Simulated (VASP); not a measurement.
A run of VASP 6.6.1 is set up as follows.

The input POSCAR:

```
KTaO3
1.0
    4.0880075000      0.0000000000      0.0000000000
    0.0000000000      4.0880075000      0.0000000000
    0.0000000000      0.0000000000      3.8885925000
K Ta O
1 1 3
Direct
    0.5000000000      0.5000000000      0.5000000000
    0.0000000000      0.0000000000      0.0000000000
    0.5000000000      0.0000000000      0.0000000000
    0.0000000000      0.5000000000      0.0000000000
    0.0000000000      0.0000000000      0.5000000000
```

Contents of INCAR.step1:

```
SYSTEM = KTaO3
PREC = Accurate
ENCUT = 520
ISMEAR = 0
SIGMA = 0.05
LREAL = .False.
LASPH = .True.
NELM = 100
NBANDS = 27
GGA = PE
ALGO = Normal
EDIFF = 1E-4
LWAVE = .True.
LCHARG = .False.
```

Contents of INCAR.step2:

```
SYSTEM = KTaO3
PREC = Accurate
ENCUT = 520
EDIFF = 1E-7
ISMEAR = 0
SIGMA = 0.05
LREAL = .False.
LASPH = .True.
NELM = 100
ALGO = Normal
ISIF = 2
LWAVE = .False.
LCHARG = .False.
METAGGA = R2SCAN
LMIXTAU = .True.
NBANDS = 27
ISTART = 1
```

Contents of KPOINTS:

```
Automatic mesh
0
Gamma
  6 6 6
  0 0 0
```

Potentials or basis: VASP PAW PBE potentials, release 64 (K_sv, Ta_pv, O).

The run is started by

```bash
$ cat potpaw_PBE.64/K_sv/POTCAR potpaw_PBE.64/Ta_pv/POTCAR potpaw_PBE.64/O/POTCAR > POTCAR
$ cp INCAR.step1 INCAR
$ mpirun -np 1 vasp_std > vasp.out
$ cp INCAR.step2 INCAR
$ mpirun -np 1 vasp_std > vasp.out
```

Estimate the pressure.

-2.7 GPa.

What does it give for the band gap on the k mesh?

2.43 eV (least direct gap 3.09 eV).

Stress tensor (GPa, compression positive):
```
-9.05  0.00  0.00
 0.00 -9.05  0.00
 0.00  0.00  9.90
```

Caveat: the cell differs from its parent crystal (strain +0.025 along x and y, -0.025 along z); the PAW data sets were made with another functional, which shifts forces and pressure a little; spin-orbit coupling is left out, which moves the levels of the heavy elements. A k mesh can miss the band edges.
